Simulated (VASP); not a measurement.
Here is a VASP 6.6.1 calculation.

The input INCAR:

```
PREC = Accurate ; ENCUT = 520
EDIFF = 1E-6 ; ISMEAR = 0
SIGMA = 0.05 ; LREAL = F
LASPH = T ; NELM = 60
ALGO = Normal ; ISIF = 2
LWAVE = F ; LCHARG = F
LDIPOL = T ; IDIPOL = 3
DIPOL = 0.5 0.5 0.388 ; GGA = PE
IVDW = 12 ; NBANDS = 18
```

Contents of KPOINTS:

```
regular mesh
0
Gamma
  9 9 1
```

The input POSCAR:

```
Sb
1.0
    4.0686848921      0.0000000000      0.0000000000
   -2.0343424461      3.5235844766      0.0000000000
    0.0000000000      0.0000000000     20.8000277116
Sb
4
Direct
    0.3333333333      0.6666666667      0.2956733491
    0.6666666667      0.3333333333      0.2163458656
    0.8888888889      1.4444444444      0.5600967399
    1.2222222222      1.1111111111      0.4807692564
```

Potentials or basis: VASP PAW PBE potentials, release 64 (Sb).

Launch:

```bash
$ cat potpaw_PBE.64/Sb/POTCAR > POTCAR
$ mpirun -np 1 vasp_std > vasp.out
```

**Question.** Predict the largest force.

**Answer.** 0.180 eV/Å.

**Question.** Estimate the dispersion energy per atom.

**Answer.** -0.291 eV.

**Question.** Predict the band gap on the k mesh.

**Answer.** 0.88 eV, indirect (least direct gap 1.48 eV).

Forces in eV/Å, atoms in the order of the input:
```
Sb  -0.003 -0.002  0.180
Sb   0.000  0.000 -0.057
Sb   0.000  0.000  0.057
Sb   0.003  0.002 -0.180
```

Caveat: spin-orbit coupling is left out, which moves the levels of the heavy elements.
